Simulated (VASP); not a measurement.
A run of VASP 6.6.1:

INCAR

```
ALGO = Normal ; EDIFF = 1E-6
ENCUT = 520 ; ISIF = 2
ISMEAR = 0 ; LASPH = T
LCHARG = F ; LREAL = F
LWAVE = F ; NBANDS = 25
NELM = 80 ; PREC = Accurate
SIGMA = 0.1
```

The input KPOINTS:

```
k-points
0
Gamma
  6 6 8
```

The input POSCAR:

```
SiO2
1.0
    4.1544792973      0.0000000000      0.0000000000
    0.0000000000      4.1544792973      0.0000000000
    0.0000000000      0.0000000000      2.6619731218
Si O
2 4
Direct
    0.5000000000      0.5000000000      0.5000000000
    0.0000000000      0.0000000000      0.0000000000
    0.6944172711      0.6944172711      0.0000000000
    0.1944172711      0.8055827289      0.5000000000
    0.3055827289      0.3055827289      0.0000000000
    0.8055827289      0.1944172711      0.5000000000
```

Potentials or basis: VASP PAW LDA potentials, release 64 (Si, O).

Run with:

```console
$ cat potpaw_LDA.64/Si/POTCAR potpaw_LDA.64/O/POTCAR > POTCAR
$ mpirun -np 1 vasp_std > vasp.out
```

Hardware: 1 thread of Intel(R) Xeon(R) 6975P-C (Granite Rapids) (shared host).

Problem. Estimate the wall time of this run.

Solution. It took 13 s on 1 thread of Intel(R) Xeon(R) 6975P-C (Granite Rapids), on a shared host, peak memory 0.15 GiB. Counts: scf iterations 12, k points 50.
